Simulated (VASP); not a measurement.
# Li4SiN (F-43m) in VASP: further runs

Runs on Li4SiN. Level: PBE. Tasks: single point, relaxation of cell and atoms.

Everything below comes from runs of VASP 6.6.1. Logs are shortened: lines on timing, memory, paths and dates and some standing lists are left out, and cuts for length are marked.

### 1 The cell of the first run

It takes space group F-43m (No. 216, cubic). The conventional cell has a = 6.878 Å, b = 6.878 Å, c = 6.878 Å, α = 90.00°, β = 90.00°, γ = 90.00°. Li (site symmetry 3m) has 1 N at 1.62 Å and 3 Li at 2.21 Å within 2.3 Å. Within 3.8 Å of Si (site symmetry -43m) lie 12 Li at 2.88 Å and 4 N at 2.98 Å. N (site symmetry -43m) has 4 Li at 1.62 Å within 2.2 Å.

The cell was generated, and may not be a known phase.

### 2 Single point, PBE

The input, INCAR:

```
SYSTEM = Li4SiN
ALGO = Normal ; EDIFF = 1E-6
ENCUT = 520 ; GGA = PE
ISIF = 2 ; ISMEAR = 0
LASPH = .TRUE. ; LCHARG = .FALSE.
LREAL = .FALSE. ; LWAVE = .FALSE.
NBANDS = 20 ; NELM = 60
PREC = Accurate ; SIGMA = 0.1
```

The input, KPOINTS:

```
k-points
0
G
  4 4 4
  0 0 0
```

The input, POSCAR:

```
Li4SiN
1.0
    0.0000000000      3.4389626800      3.4389626800
    3.4389626800      0.0000000000      3.4389626800
    3.4389626800      3.4389626800      0.0000000000
Li Si N
4 1 1
Direct
    0.1362019800      0.1362019800      0.1362019800
    0.1362019800      0.1362019800      0.5913940600
    0.1362019800      0.5913940600      0.1362019800
    0.5913940600      0.1362019800      0.1362019800
    0.7500000000      0.7500000000      0.7500000000
    0.0000000000      0.0000000000      0.0000000000
```

Potentials or basis: VASP PAW PBE potentials, release 64 (Li_sv, Si, N).

Command:

```console
$ cat potpaw_PBE.64/Li_sv/POTCAR potpaw_PBE.64/Si/POTCAR potpaw_PBE.64/N/POTCAR > POTCAR
$ mpirun -np 1 vasp_std > vasp.out
```

OUTCAR:

```text
SYSTEM = Li4SiN
   EDIFF = 1E-6
   ENCUT = 520
   GGA = PE
   ISIF = 2
   ISMEAR = 0
   LASPH = .TRUE.
   LREAL = .FALSE.
   NELM = 60
   PREC = Accurate

 ion  position               nearest neighbor table
   1  0.136  0.136  0.136-   6 1.62   3 2.21   4 2.21   2 2.21
   2  0.136  0.136  0.591-   6 1.62   3 2.21   4 2.21   1 2.21
   3  0.136  0.591  0.136-   6 1.62   2 2.21   4 2.21   1 2.21
   4  0.591  0.136  0.136-   6 1.62   2 2.21   3 2.21   1 2.21
   5  0.750  0.750  0.750-
   6  0.000  0.000  0.000-   2 1.62   3 1.62   4 1.62   1 1.62

  LATTYP: Found a face centered cubic cell.
 ALAT       =     6.8779253600

  Lattice vectors:

 A1 = (   0.0000000000,   3.4389626800,   3.4389626800)
 A2 = (   3.4389626800,   0.0000000000,   3.4389626800)
 A3 = (   3.4389626800,   3.4389626800,   0.0000000000)

Analysis of symmetry for initial positions (statically):
=====================================================================
 Subroutine PRICEL returns:
 Original cell was already a primitive cell.

 Routine SETGRP: Setting up the symmetry group for a
 face centered cubic supercell.

 Subroutine GETGRP returns: Found 24 space group operations
 (whereof 24 operations were pure point group operations)
 out of a pool of 48 trial point group operations.

The static configuration has the point symmetry T_d .

Analysis of symmetry for dynamics (positions and initial velocities):
=====================================================================
 Subroutine PRICEL returns:
 Original cell was already a primitive cell.

 Routine SETGRP: Setting up the symmetry group for a
 face centered cubic supercell.

 Subroutine GETGRP returns: Found 24 space group operations
 (whereof 24 operations were pure point group operations)
 out of a pool of 48 trial point group operations.

The dynamic configuration has the point symmetry T_d .

 Subroutine INISYM returns: Found 24 space group operations
 (whereof 24 operations are pure point group operations),
 and found     1 'primitive' translations

----------------------------------------------------------------------------------------

                                     Primitive cell

  volume of cell :      81.3415

  direct lattice vectors                    reciprocal lattice vectors
     0.000000000  3.438962680  3.438962680    -0.145392680  0.145392680  0.145392680
     3.438962680  0.000000000  3.438962680     0.145392680 -0.145392680  0.145392680
     3.438962680  3.438962680  0.000000000     0.145392680  0.145392680 -0.145392680

  length of vectors
     4.863427663  4.863427663  4.863427663     0.251827509  0.251827509  0.251827509

  position of ions in fractional coordinates (direct lattice)
     0.136201980  0.136201980  0.136201980
     0.136201980  0.136201980  0.591394060
     0.136201980  0.591394060  0.136201980
     0.591394060  0.136201980  0.136201980
     0.750000000  0.750000000  0.750000000
     0.000000000  0.000000000  0.000000000

  ion indices of the primitive-cell ions
   primitive index   ion index
                 1           1
                 2           2
                 3           3
                 4           4
                 5           5
                 6           6

----------------------------------------------------------------------------------------

 KPOINTS: k-points

Automatic generation of k-mesh.
 Grid dimensions read from file:
 generate k-points for:    4    4    4

 Generating k-lattice:

  Cartesian coordinates                     Fractional coordinates (reciprocal lattice)
    -0.036348170  0.036348170  0.036348170     0.250000000  0.000000000  0.000000000
     0.036348170 -0.036348170  0.036348170     0.000000000  0.250000000  0.000000000
     0.036348170  0.036348170 -0.036348170     0.000000000  0.000000000  0.250000000

  Length of vectors
     0.062956877  0.062956877  0.062956877

  Shift w.r.t. Gamma in fractional coordinates (k-lattice)
     0.000000000  0.000000000  0.000000000

 Subroutine IBZKPT returns following result:
 ===========================================

 Found      8 irreducible k-points:

 Following reciprocal coordinates:
            Coordinates               Weight
  0.000000  0.000000  0.000000      1.000000
  0.250000  0.000000  0.000000      8.000000
  0.500000  0.000000  0.000000      4.000000
  0.250000  0.250000  0.000000      6.000000
  0.500000  0.250000  0.000000     24.000000
 -0.250000  0.250000  0.000000     12.000000
  0.500000  0.500000  0.000000      3.000000
 -0.250000  0.500000  0.250000      6.000000
   k-points           NKPTS =      8   k-points in BZ     NKDIM =      8   number of bands    NBANDS=     20
   number of dos      NEDOS =    301   number of ions     NIONS =      6
   total plane-waves  NPLWV =  46656
   dimension x,y,z NGX =    36 NGY =   36 NGZ =   36
   dimension x,y,z NGXF=    72 NGYF=   72 NGZF=   72
   ions per type =               4   1   1
   NGX,Y,Z   is equivalent  to a cutoff of  12.31, 12.31, 12.31 a.u.
   NGXF,Y,Z  is equivalent  to a cutoff of  24.61, 24.61, 24.61 a.u.
 SYSTEM =  Li4SiN
   PREC   = accura    normal or accurate (medium, high low for compatibility)
   ISTART =      0    job   : 0-new  1-cont  2-samecut
   ICHARG =      2    charge: 1-file 2-atom 10-const
   ISPIN  =      1    spin polarized calculation?
   LNONCOLLINEAR =      F non collinear calculations
   LSORBIT =      F    spin-orbit coupling
   LASPH  =      T    aspherical Exc in radial PAW
   ENCUT  =  520.0 eV  38.22 Ry    6.18 a.u.   9.04  9.04  9.04*2*pi/ulx,y,z
   NELM   =     60;   NELMIN=  2; NELMDL= -5     # of ELM steps
   EDIFF  = 0.1E-05   stopping-criterion for ELM
   LREAL  =      F    real-space projection
   EDIFFG = 0.1E-04   stopping-criterion for IOM
   NSW    =      0    number of steps for IOM
   IBRION =     -1    ionic relax: 0-MD 1-quasi-New 2-CG
   NFREE  =      0    steps in history (QN), initial steepest desc. (CG)
   ISIF   =      2    stress and relaxation
   ISYM   =      2    0-nonsym 1-usesym 2-fastsym
   POTIM  = 0.5000    time-step for ionic-motion
   TEBEG  =    0.0;   TEEND  =   0.0 temperature during run
   PSTRESS=    0.0 pullay stress
   NELECT =      21.0000    total number of electrons
   NUPDOWN=      -1.0000    fix difference up-down
   EMIN   =  10.00;   EMAX   =-10.00  energy-range for DOS
   EFERMI =   0.00;   METHOD = LEGACY
   ISMEAR =     0;   SIGMA  =   0.10  broadening in eV -4-tet -1-fermi 0-gaus
   EFERMI_NEDOS =   21; number of points for ismear=-14 and -15
   IALGO  =     38    algorithm
   IMIX   =      4    mixing-type and parameters
     AMIX     =   0.40;   BMIX     =  1.00
     AMIX_MAG =   1.60;   BMIX_MAG =  1.00
  volume/ion in A,a.u.               =      13.56        91.49
  Fermi-wavevector in a.u.,A,eV,Ry     =   1.042423  1.969893 14.784700  1.086645
  Thomas-Fermi vector in A             =   2.177087
   LORBIT       =      0    0 simple, 1 ext, 2 COOP (PROOUT), +10 PAW based schemes
   GGA     = PE    functional components
   LHFCALC =     F    Hartree Fock is set to
   AEXX    =    0.0000 exact exchange contribution
   IVDW    =     0    specifies the selected vdW correction
   LEPSILON=     F    determine dielectric tensor
   LRPA    =     F    only Hartree local field effects (RPA)
 non-spin polarized calculation
 Gauss-broadening in eV      SIGMA  =   0.10
  energy-cutoff  :      520.00
  volume of cell :       81.34
 maximum number of plane-waves:      2209
   NGX = 19   NGY = 19   NGZ = 19

 number of electron      21.0000005 magnetization

 Free energy of the ion-electron system (eV)
  ---------------------------------------------------
  ext. energy  EPLUGINS =         0.00000000
  ---------------------------------------------------
  free energy    TOTEN  =       -16.84062513 eV

  energy without entropy =      -16.82959387  energy(sigma->0) =      -16.83510950

 E-fermi :   2.6520     XC(G=0):  -8.6267

 val. band max:        2.5706681912   @ k =   0.5000   0.2500   0.0000
 cond. band min:       2.8478649046   @ k =   0.5000   0.5000   0.0000
 fundamental gap:      0.2771967135
 Fermi energy:         2.6519949202

 k-point     1 :       0.0000    0.0000    0.0000
  band No.  band energies     occupation
      1     -42.7281      2.00000
      2     -42.5212      2.00000
      3     -42.5212      2.00000
      4     -42.5212      2.00000
      5     -10.2437      2.00000
      6      -4.1674      2.00000
[... 12 lines left out ...]
     19       9.3319      0.00000
     20      12.3387      0.00000

 k-point     2 :       0.2500    0.0000    0.0000
  band No.  band energies     occupation
      1     -42.7136      2.00000
      2     -42.5361      2.00000
      3     -42.5213      2.00000
      4     -42.5213      2.00000
      5     -10.1885      2.00000
      6      -4.3006      2.00000
[... 12 lines left out ...]
     19      11.2122      0.00000
     20      12.0340      0.00000

 k-point     3 :       0.5000    0.0000    0.0000
  band No.  band energies     occupation
      1     -42.6961      2.00000
      2     -42.5539      2.00000
      3     -42.5214      2.00000
      4     -42.5214      2.00000
      5     -10.1308      2.00000
      6      -4.4395      2.00000
[... 12 lines left out ...]
     19      11.5807      0.00000
     20      13.0967      0.00000

 k-point     4 :       0.2500    0.2500    0.0000
  band No.  band energies     occupation
      1     -42.7082      2.00000
      2     -42.5415      2.00000
      3     -42.5214      2.00000
      4     -42.5214      2.00000
      5     -10.1700      2.00000
      6      -4.3250      2.00000
[... 12 lines left out ...]
     19      10.6345      0.00000
     20      12.2109      0.00000

 k-point     5 :       0.5000    0.2500    0.0000
  band No.  band energies     occupation
      1     -42.6893      2.00000
      2     -42.5607      2.00000
      3     -42.5215      2.00000
      4     -42.5215      2.00000
      5     -10.1123      2.00000
      6      -4.4393      2.00000
[... 12 lines left out ...]
     19      11.6463      0.00000
     20      11.7631      0.00000

 k-point     6 :      -0.2500    0.2500    0.0000
  band No.  band energies     occupation
      1     -42.6962      2.00000
      2     -42.5538      2.00000
      3     -42.5215      2.00000
      4     -42.5214      2.00000
      5     -10.1316      2.00000
      6      -4.4115      2.00000
[... 12 lines left out ...]
     19      11.3816      0.00000
     20      11.8587      0.00000

 k-point     7 :       0.5000    0.5000    0.0000
  band No.  band energies     occupation
      1     -42.6817      2.00000
      2     -42.5684      2.00000
      3     -42.5215      2.00000
      4     -42.5215      2.00000
      5     -10.0934      2.00000
      6      -4.4555      2.00000
[... 12 lines left out ...]
     19      11.4090      0.00000
     20      11.7858      0.00000

 k-point     8 :      -0.2500    0.5000    0.2500
  band No.  band energies     occupation
      1     -42.6816      2.00000
      2     -42.5684      2.00000
      3     -42.5215      2.00000
      4     -42.5215      2.00000
      5     -10.0931      2.00000
      6      -4.4606      2.00000
[... 12 lines left out ...]
     19      11.0630      0.00000
     20      12.4821      0.00000

------------------------ aborting loop because EDIFF is reached ----------------------------------------

  FORCE on cell =-STRESS in cart. coord.  units (eV):
  Direction    XX          YY          ZZ          XY          YZ          ZX
  --------------------------------------------------------------------------------------
  -------------------------------------------------------------------------------------
  Total        7.6930346      7.6930346      7.6930346      0.0000000      0.0000000      0.0000000
  in kB      151.5290446    151.5290446    151.5290446      0.0000000      0.0000000      0.0000000
  external PRESSURE =     151.5290446 kB  Pullay stress =       0.0000000 kB

 VOLUME and BASIS-vectors are now :
 -----------------------------------------------------------------------------
  energy-cutoff  :      520.00
  volume of cell :       81.34
      direct lattice vectors                 reciprocal lattice vectors
     0.000000000  3.438962680  3.438962680    -0.145392680  0.145392680  0.145392680
     3.438962680  0.000000000  3.438962680     0.145392680 -0.145392680  0.145392680
     3.438962680  3.438962680  0.000000000     0.145392680  0.145392680 -0.145392680

 POSITION                                       TOTAL-FORCE (eV/Angst)
 -----------------------------------------------------------------------------------
      0.93679      0.93679      0.93679         0.009405      0.009405      0.009405
      2.50218      2.50218      0.93679        -0.009405     -0.009405      0.009405
      2.50218      0.93679      2.50218        -0.009405      0.009405     -0.009405
      0.93679      2.50218      2.50218         0.009405     -0.009405     -0.009405
      5.15844      5.15844      5.15844         0.000000      0.000000      0.000000
      0.00000      0.00000      0.00000         0.000000      0.000000      0.000000
 -----------------------------------------------------------------------------------
    total drift:                                0.000002      0.000002     -0.000000

  FREE ENERGIE OF THE ION-ELECTRON SYSTEM (eV)
  ---------------------------------------------------
  free  energy   TOTEN  =       -16.8406251311 eV

  energy  without entropy=      -16.8295938709  energy(sigma->0) =      -16.83510950
```

It took 15 s on 1 thread of Intel Xeon Platinum 8259CL at 2.50GHz (Skylake/Cascade Lake), shared host; peak memory 0.2 GiB.

What came out:

| Item | Value |
| --- | --- |
| Free energy | -16.8406 eV |
| Largest force | 0.016 eV/Å |
| Band gap on the k mesh | zero (an odd number of electrons rules out a gap without spin polarisation) |

Forces on the atoms (eV/Å):
```
Li   0.009  0.009  0.009
Li  -0.009 -0.009  0.009
Li  -0.009  0.009 -0.009
Li   0.009 -0.009 -0.009
Si   0.000  0.000  0.000
N    0.000  0.000  0.000
```

Levels at points of the mesh, in eV from the Fermi level:
```csv
k point,band 7,band 8,band 9,band 10,band 11,band 12,band 13,band 14
"(0.00, 0.00, 0.00)",-2.47,-2.47,-2.47,0.66,0.66,0.66,0.67,4.35
"(0.50, 0.00, 0.00)",-2.59,-2.59,-2.56,-0.77,0.71,0.71,2.87,3.41
"(0.50, 0.50, 0.00)",-2.97,-2.97,-1.87,-1.10,0.20,1.08,1.08,4.25
```

Caveat: the k points lie up to 0.40 Å⁻¹ apart, too coarse for converged energies and pressures of a metal; the cutoff is under 1.25 times the usual one of these potentials, so pressure, stress and relaxed cells hold a basis-set (Pulay) error.

### 3 Single point, PBE

This run uses another cell than the first one, of 20.31 Å³/atom.

The input, INCAR:

```
PREC = Accurate
ENCUT = 520
EDIFF = 1E-6
ISMEAR = 0
SIGMA = 0.1
LREAL = F
LASPH = T
NELM = 80
ALGO = Normal
ISIF = 2
LWAVE = F
LCHARG = F
GGA = PE
NBANDS = 20
```

The input, KPOINTS:

```
regular mesh
0
Gamma
  4 4 4
```

The input, POSCAR:

```
Li4SiN
1.0
    0.0000000000      3.9349274593      3.9349274593
    3.9349274593      0.0000000000      3.9349274593
    3.9349274593      3.9349274593      0.0000000000
Li Si N
4 1 1
Direct
    0.1281350845      0.1281350845      0.1281350845
    0.1281350845      0.1281350845      0.6155947466
    0.1281350845      0.6155947466      0.1281350845
    0.6155947466      0.1281350845      0.1281350845
    0.7500000000      0.7500000000      0.7500000000
    0.0000000000      0.0000000000      0.0000000000
```

Potentials or basis: VASP PAW PBE potentials, release 64 (Li_sv, Si, N).

Command:

```console
$ cat potpaw_PBE.64/Li_sv/POTCAR potpaw_PBE.64/Si/POTCAR potpaw_PBE.64/N/POTCAR > POTCAR
$ mpirun -np 1 vasp_std > vasp.out
```

OUTCAR:

```text
PREC = Accurate
   ENCUT = 520
   EDIFF = 1E-6
   ISMEAR = 0
   LREAL = F
   LASPH = T
   NELM = 80
   ISIF = 2
   GGA = PE

 ion  position               nearest neighbor table
   1  0.128  0.128  0.128-   6 1.75
   2  0.128  0.128  0.616-   6 1.75
   3  0.128  0.616  0.128-   6 1.75
   4  0.616  0.128  0.128-   6 1.75
   5  0.750  0.750  0.750-
   6  0.000  0.000  0.000-   2 1.75   3 1.75   4 1.75   1 1.75

[... 370 lines left out ...]
  --------------------------------------------------------------------------------------
  -------------------------------------------------------------------------------------
  Total        0.3843807      0.3843807      0.3843807     -0.0000000      0.0000000      0.0000000
  in kB        5.0539617      5.0539617      5.0539617     -0.0000000      0.0000000      0.0000000
  external PRESSURE =       5.0539617 kB  Pullay stress =       0.0000000 kB

 VOLUME and BASIS-vectors are now :
 -----------------------------------------------------------------------------
  energy-cutoff  :      520.00
  volume of cell :      121.85
      direct lattice vectors                 reciprocal lattice vectors
     0.000000000  3.934927459  3.934927459    -0.127067145  0.127067145  0.127067145
     3.934927459  0.000000000  3.934927459     0.127067145 -0.127067145  0.127067145
     3.934927459  3.934927459  0.000000000     0.127067145  0.127067145 -0.127067145

 POSITION                                       TOTAL-FORCE (eV/Angst)
 -----------------------------------------------------------------------------------
      1.00840      1.00840      1.00840         0.025136      0.025136      0.025136
      2.92652      2.92652      1.00840        -0.025136     -0.025136      0.025136
      2.92652      1.00840      2.92652        -0.025136      0.025136     -0.025136
      1.00840      2.92652      2.92652         0.025136     -0.025136     -0.025136
      5.90239      5.90239      5.90239         0.000000     -0.000000      0.000000
      0.00000      0.00000      0.00000        -0.000000     -0.000000     -0.000000
 -----------------------------------------------------------------------------------
    total drift:                                0.000009      0.000009      0.000009

  FREE ENERGIE OF THE ION-ELECTRON SYSTEM (eV)
  ---------------------------------------------------
  free  energy   TOTEN  =       -18.3368908024 eV

  energy  without entropy=      -18.3128409269  energy(sigma->0) =      -18.32486586
```

OSZICAR:

```text
N       E                     dE             d eps       ncg     rms          rms(c)
DAV:   1     0.101143050294E+03    0.10114E+03   -0.82058E+03   320   0.954E+02
DAV:   2    -0.383098207364E+01   -0.10497E+03   -0.99157E+02   396   0.232E+02
DAV:   3    -0.246100969841E+02   -0.20779E+02   -0.20626E+02   492   0.680E+01
[... 13 lines left out ...]
DAV:  17    -0.183369441161E+02    0.32492E-03   -0.32607E-03   360   0.302E-01    0.702E-02
DAV:  18    -0.183369162732E+02    0.27843E-04   -0.82445E-04   504   0.111E-01    0.409E-02
DAV:  19    -0.183368891039E+02    0.27169E-04   -0.14055E-04   404   0.444E-02    0.103E-02
DAV:  20    -0.183368899636E+02   -0.85973E-06   -0.16979E-05   372   0.179E-02    0.732E-03
DAV:  21    -0.183368908024E+02   -0.83880E-06   -0.38573E-06   332   0.980E-03
   1 F= -.18336891E+02 E0= -.18324866E+02  d E =-.240499E-01
```

It took 38 s on 1 thread of Intel Xeon Platinum 8259CL at 2.50GHz (Skylake/Cascade Lake), shared host; peak memory 0.25 GiB.

Results:

| Quantity | Value |
| --- | --- |
| Free energy | -18.3369 eV |
| Largest force | 0.044 eV/Å |
| Band gap on the k mesh | zero (an odd number of electrons rules out a gap without spin polarisation) |

Forces on the atoms (eV/Å):
```
Li   0.025  0.025  0.025
Li  -0.025 -0.025  0.025
Li  -0.025  0.025 -0.025
Li   0.025 -0.025 -0.025
Si   0.000  0.000  0.000
N    0.000  0.000  0.000
```

Caveat: the cutoff is under 1.25 times the usual one of these potentials, so pressure, stress and relaxed cells hold a basis-set (Pulay) error.

(Part 1 of 2 ends here.)

The gap in the log of VASP goes by the Fermi energy; the results here count the filled bands.